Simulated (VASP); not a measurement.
# Bi (Im-3m) in VASP: a series of runs

Bi is run at these levels: b88 exchange, pbe correlation; tasks: single point.

All numbers are computed with VASP 6.6.1; they aren't measurements. Logs are shortened: lines on timing, memory, paths and dates and some standing lists are left out, and cuts for length are marked.

## (1) The cell of the first run

It takes space group Im-3m (No. 229, cubic). The conventional cell has a = 4.015 Å, b = 4.015 Å, c = 4.015 Å, α = 90.00°, β = 90.00°, γ = 90.00°. Within 4.6 Å of Bi (site symmetry m-3m) lie 14 Bi at 3.48 to 4.02 Å.

This isn't the form of Bi at room conditions, which is rhombohedral.

## (2) Single point, b88 exchange, pbe correlation

Contents of INCAR:

```
SYSTEM = Bi
PREC = Accurate
ENCUT = 500
EDIFF = 1E-6
ISMEAR = -1
SIGMA = 0.05
LREAL = .FALSE.
LASPH = .TRUE.
NELM = 120
ALGO = Normal
ISIF = 2
LWAVE = .FALSE.
LCHARG = .FALSE.
GGA = LIBXC
LIBXC1 = GGA_X_B88
LIBXC2 = GGA_C_PBE
NBANDS = 14
GGA_COMPAT = .FALSE.
```

Contents of KPOINTS:

```
Automatic mesh
0
G
  9 9 9
  0 0 0
```

Contents of POSCAR:

```
Bi
1.0
   -2.0075049763      2.0075049763      2.0075049763
    2.0075049763     -2.0075049763      2.0075049763
    2.0075049763      2.0075049763     -2.0075049763
Bi
1
Direct
    0.0000000000      0.0000000000      0.0000000000
```

Potentials or basis: VASP PAW PBE potentials, release 64 (Bi_d).

On the command line:

```
cat potpaw_PBE.64/Bi_d/POTCAR > POTCAR
mpirun -np 1 vasp_std > vasp.out
```

OUTCAR:

```text
SYSTEM = Bi
   PREC = Accurate
   ENCUT = 500
   EDIFF = 1E-6
   ISMEAR = -1
   LREAL = .FALSE.
   LASPH = .TRUE.
   NELM = 120
   ISIF = 2
   GGA = LIBXC

 ion  position               nearest neighbor table
   1  0.000  0.000  0.000-

  LATTYP: Found a body centered cubic cell.
 ALAT       =     4.0150099526

  Lattice vectors:

 A1 = (  -2.0075049763,   2.0075049763,   2.0075049763)
 A2 = (   2.0075049763,  -2.0075049763,   2.0075049763)
 A3 = (   2.0075049763,   2.0075049763,  -2.0075049763)

Analysis of symmetry for initial positions (statically):
=====================================================================
 Subroutine PRICEL returns:
 Original cell was already a primitive cell.

 Routine SETGRP: Setting up the symmetry group for a
 body centered cubic supercell.

 Subroutine GETGRP returns: Found 48 space group operations
 (whereof 48 operations were pure point group operations)
 out of a pool of 48 trial point group operations.

The static configuration has the point symmetry O_h .

Analysis of symmetry for dynamics (positions and initial velocities):
=====================================================================
 Subroutine PRICEL returns:
 Original cell was already a primitive cell.

 Routine SETGRP: Setting up the symmetry group for a
 body centered cubic supercell.

 Subroutine GETGRP returns: Found 48 space group operations
 (whereof 48 operations were pure point group operations)
 out of a pool of 48 trial point group operations.

The dynamic configuration has the point symmetry O_h .

 Subroutine INISYM returns: Found 48 space group operations
 (whereof 48 operations are pure point group operations),
 and found     1 'primitive' translations

----------------------------------------------------------------------------------------

                                     Primitive cell

  volume of cell :      32.3616

  direct lattice vectors                    reciprocal lattice vectors
    -2.007504976  2.007504976  2.007504976     0.000000000  0.249065385  0.249065385
     2.007504976 -2.007504976  2.007504976     0.249065385  0.000000000  0.249065385
     2.007504976  2.007504976 -2.007504976     0.249065385  0.249065385  0.000000000

  length of vectors
     3.477100615  3.477100615  3.477100615     0.352231646  0.352231646  0.352231646

  position of ions in fractional coordinates (direct lattice)
     0.000000000  0.000000000  0.000000000

  ion indices of the primitive-cell ions
   primitive index   ion index
                 1           1

----------------------------------------------------------------------------------------

 KPOINTS: Automatic mesh

Automatic generation of k-mesh.
 Grid dimensions read from file:
 generate k-points for:    9    9    9

 Generating k-lattice:

  Cartesian coordinates                     Fractional coordinates (reciprocal lattice)
     0.000000000  0.027673932  0.027673932     0.111111111  0.000000000  0.000000000
     0.027673932  0.000000000  0.027673932     0.000000000  0.111111111  0.000000000
     0.027673932  0.027673932  0.000000000     0.000000000  0.000000000  0.111111111

  Length of vectors
     0.039136850  0.039136850  0.039136850

  Shift w.r.t. Gamma in fractional coordinates (k-lattice)
     0.000000000  0.000000000  0.000000000

 Subroutine IBZKPT returns following result:
 ===========================================

 Found     35 irreducible k-points:

 Following reciprocal coordinates:
            Coordinates               Weight
  0.000000  0.000000  0.000000      1.000000
  0.111111  0.000000  0.000000     12.000000
  0.222222  0.000000  0.000000     12.000000
  0.333333  0.000000  0.000000     12.000000
  0.444444  0.000000  0.000000     12.000000
  0.111111  0.111111  0.000000     24.000000
[... 16 lines left out ...]
 -0.333333  0.444444  0.111111     48.000000
 -0.444444 -0.444444  0.111111     24.000000
 [... further k-points ...]
   k-points           NKPTS =     35   k-points in BZ     NKDIM =     35   number of bands    NBANDS=     14
   number of dos      NEDOS =    301   number of ions     NIONS =      1
   total plane-waves  NPLWV =  21952
   dimension x,y,z NGX =    28 NGY =   28 NGZ =   28
   dimension x,y,z NGXF=    56 NGYF=   56 NGZF=   56
   ions per type =               1
   NGX,Y,Z   is equivalent  to a cutoff of  13.39, 13.39, 13.39 a.u.
   NGXF,Y,Z  is equivalent  to a cutoff of  26.77, 26.77, 26.77 a.u.
 SYSTEM =  Bi
   PREC   = accura    normal or accurate (medium, high low for compatibility)
   ISTART =      0    job   : 0-new  1-cont  2-samecut
   ICHARG =      2    charge: 1-file 2-atom 10-const
   ISPIN  =      1    spin polarized calculation?
   LNONCOLLINEAR =      F non collinear calculations
   LSORBIT =      F    spin-orbit coupling
   LASPH  =      T    aspherical Exc in radial PAW
   ENCUT  =  500.0 eV  36.75 Ry    6.06 a.u.   6.34  6.34  6.34*2*pi/ulx,y,z
   NELM   =    120;   NELMIN=  2; NELMDL= -5     # of ELM steps
   EDIFF  = 0.1E-05   stopping-criterion for ELM
   LREAL  =      F    real-space projection
   EDIFFG = 0.1E-04   stopping-criterion for IOM
   NSW    =      0    number of steps for IOM
   IBRION =     -1    ionic relax: 0-MD 1-quasi-New 2-CG
   NFREE  =      0    steps in history (QN), initial steepest desc. (CG)
   ISIF   =      2    stress and relaxation
   ISYM   =      2    0-nonsym 1-usesym 2-fastsym
   POTIM  = 0.5000    time-step for ionic-motion
   TEBEG  =    0.0;   TEEND  =   0.0 temperature during run
   PSTRESS=    0.0 pullay stress
   NELECT =      15.0000    total number of electrons
   NUPDOWN=      -1.0000    fix difference up-down
   EMIN   =  10.00;   EMAX   =-10.00  energy-range for DOS
   EFERMI =   0.00;   METHOD = LEGACY
   ISMEAR =    -1;   SIGMA  =   0.05  broadening in eV -4-tet -1-fermi 0-gaus
   EFERMI_NEDOS =   21; number of points for ismear=-14 and -15
   IALGO  =     38    algorithm
   IMIX   =      4    mixing-type and parameters
     AMIX     =   0.40;   BMIX     =  1.00
     AMIX_MAG =   1.60;   BMIX_MAG =  1.00
  volume/ion in A,a.u.               =      32.36       218.39
  Fermi-wavevector in a.u.,A,eV,Ry     =   1.266957  2.394202 21.839808  1.605181
  Thomas-Fermi vector in A             =   2.400131
   LORBIT       =      0    0 simple, 1 ext, 2 COOP (PROOUT), +10 PAW based schemes
   GGA     = LIBXC    functional components
   LHFCALC =     F    Hartree Fock is set to
   AEXX    =    0.0000 exact exchange contribution
   IVDW    =     0    specifies the selected vdW correction
   LEPSILON=     F    determine dielectric tensor
   LRPA    =     F    only Hartree local field effects (RPA)
 non-spin polarized calculation
  energy-cutoff  :      500.00
  volume of cell :       32.36
 maximum number of plane-waves:       836
 NGX is ok and might be reduce to    28
   NGX = 13   NGY = 13   NGZ = 13

 number of electron      15.0000004 magnetization

 Free energy of the ion-electron system (eV)
  ---------------------------------------------------
  ext. energy  EPLUGINS =         0.00000000
  ---------------------------------------------------
  free energy    TOTEN  =        -3.64513714 eV

  energy without entropy =       -3.64052408  energy(sigma->0) =       -3.64283061

 E-fermi :   7.3458     XC(G=0): -10.1326

 val. band max:        7.3287008283   @ k =  -0.2222   0.2222   0.1111
 cond. band min:       7.6480905679   @ k =   0.3333   0.2222   0.1111
 fundamental gap:      0.3193897396
 Fermi energy:         7.3458024560

 k-point     1 :       0.0000    0.0000    0.0000
  band No.  band energies     occupation
      1     -15.6203      2.00000
      2     -15.6203      2.00000
      3     -15.6203      2.00000
      4     -15.5078      2.00000
      5     -15.5078      2.00000
      6      -5.8847      2.00000
      7      12.1988      0.00000
      8      12.1988      0.00000
      9      12.1988      0.00000
     10      16.0569      0.00000
     11      17.8875      0.00000
     12      17.8875      0.00000
     13      17.8875      0.00000
     14      18.8282      0.00000

 k-point     2 :       0.1111    0.0000    0.0000
  band No.  band energies     occupation
      1     -15.6244      2.00000
      2     -15.6133      2.00000
      3     -15.5991      2.00000
      4     -15.5125      2.00000
      5     -15.5087      2.00000
      6      -5.6718      2.00000
      7      10.2804      0.00000
      8      11.6039      0.00000
      9      12.0225      0.00000
     10      16.0977      0.00000
     11      16.8949      0.00000
     12      17.6105      0.00000
     13      17.7014      0.00000
     14      19.7368      0.00000

 k-point     3 :       0.2222    0.0000    0.0000
  band No.  band energies     occupation
      1     -15.6345      2.00000
      2     -15.5989      2.00000
      3     -15.5446      2.00000
      4     -15.5212      2.00000
      5     -15.5108      2.00000
      6      -5.0517      2.00000
      7       7.3077      1.36327
      8      10.4640      0.00000
      9      11.5666      0.00000
     10      14.6621      0.00000
     11      15.9044      0.00000
     12      17.7173      0.00000
     13      19.0154      0.00000
     14      21.7215      0.00000
[... 324 lines left out ...]
 k-point    23 :      -0.3333    0.4444    0.1111
  band No.  band energies     occupation
      1     -15.6081      2.00000
      2     -15.5768      2.00000
      3     -15.5377      2.00000
      4     -15.5213      2.00000
      5     -15.4627      2.00000
      6      -3.1668      2.00000
      7       4.0447      2.00000
      8       6.9404      1.99940
      9       9.9453      0.00000
     10      14.5878      0.00000
     11      15.5100      0.00000
     12      18.5356      0.00000
     13      18.8725      0.00000
     14      22.4046      0.00000

 k-point    24 :      -0.4444   -0.4444    0.1111
  band No.  band energies     occupation
      1     -15.6102      2.00000
      2     -15.5800      2.00000
      3     -15.5433      2.00000
      4     -15.5110      2.00000
      5     -15.4459      2.00000
      6      -2.6722      2.00000
      7       3.2208      2.00000
      8       6.5822      2.00000
      9       9.8816      0.00000
     10      14.6690      0.00000
     11      16.1165      0.00000
     12      17.2050      0.00000
     13      18.5864      0.00000
     14      24.8152      0.00000

 [... further k-points ...]

------------------------ aborting loop because EDIFF is reached ----------------------------------------

  FORCE on cell =-STRESS in cart. coord.  units (eV):
  Direction    XX          YY          ZZ          XY          YZ          ZX
  --------------------------------------------------------------------------------------
  -------------------------------------------------------------------------------------
  Total       -0.2767950     -0.2767950     -0.2767950      0.0000000      0.0000000      0.0000000
  in kB      -13.7037357    -13.7037357    -13.7037357      0.0000000      0.0000000      0.0000000
  external PRESSURE =     -13.7037357 kB  Pullay stress =       0.0000000 kB

 VOLUME and BASIS-vectors are now :
 -----------------------------------------------------------------------------
  energy-cutoff  :      500.00
  volume of cell :       32.36
      direct lattice vectors                 reciprocal lattice vectors
    -2.007504976  2.007504976  2.007504976     0.000000000  0.249065385  0.249065385
     2.007504976 -2.007504976  2.007504976     0.249065385  0.000000000  0.249065385
     2.007504976  2.007504976 -2.007504976     0.249065385  0.249065385  0.000000000

 POSITION                                       TOTAL-FORCE (eV/Angst)
 -----------------------------------------------------------------------------------
      0.00000      0.00000      0.00000        -0.000000      0.000000     -0.000000
 -----------------------------------------------------------------------------------
    total drift:                               -0.000000     -0.000000     -0.000000

  FREE ENERGIE OF THE ION-ELECTRON SYSTEM (eV)
  ---------------------------------------------------
  free  energy   TOTEN  =        -3.6451371442 eV

  energy  without entropy=       -3.6405240828  energy(sigma->0) =       -3.64283061
```

Run time: 26 s. Hardware: 1 thread of Intel Xeon Platinum 8259CL at 2.50GHz (Skylake/Cascade Lake), shared host; peak memory 0.15 GiB.

What came out:

| Quantity | Value |
| --- | --- |
| Free energy | -3.6451 eV |
| Pressure | -1.4 GPa |
| Band gap on the k mesh | zero (an odd number of electrons rules out a gap without spin polarisation) |

Caveat: the PAW data sets were made with another functional, which shifts forces and pressure a little; spin-orbit coupling is left out, which moves the levels of the heavy elements.

## (3) Single point, b88 exchange, pbe correlation

This run uses another cell than the first one, of 32.98 Å³/atom.

Edit INCAR of step 2 so:

```diff
@@ -12,3 +12,3 @@
 LWAVE = .FALSE.
-LCHARG = .FALSE.
+LCHARG = .TRUE.
 GGA = LIBXC
@@ -16,2 +16,4 @@
 LIBXC2 = GGA_C_PBE
+LELF = .TRUE.
+LVHAR = .TRUE.
 NBANDS = 14
```

KPOINTS is that of step 2.

Contents of POSCAR:

```
Bi
1.0
   -2.0202919770      2.0202919770      2.0202919770
    2.0202919770     -2.0202919770      2.0202919770
    2.0202919770      2.0202919770     -2.0202919770
Bi
1
Direct
    0.0000000000      0.0000000000      0.0000000000
```

Potentials or basis: VASP PAW PBE potentials, release 64 (Bi_d).

On the command line:

```
cat potpaw_PBE.64/Bi_d/POTCAR > POTCAR
mpirun -np 1 vasp_std > vasp.out
```

Wall time 29 s (1 thread of Intel Xeon Platinum 8259CL at 2.50GHz (Skylake/Cascade Lake), shared host); peak memory 0.15 GiB.

The run converged. Its results:

```yaml
Free_energy: -3.6384 eV
Pressure: -2.2 GPa
Band_gap_on_the_k_mesh: zero (an odd number of electrons rules out a gap without spin polarisation)
```

Levels at points of the mesh, in eV from the Fermi level:
```
           k point  band 3  band 4  band 5  band 6  band 7  band 8  band 9  band 10  band 11  band 12
(0.00, 0.00, 0.00)  -22.93  -22.83  -22.83  -13.09    4.74    4.74    4.74     8.50    10.55    10.55
```

Caveat: the PAW data sets were made with another functional, which shifts forces and pressure a little; spin-orbit coupling is left out, which moves the levels of the heavy elements.
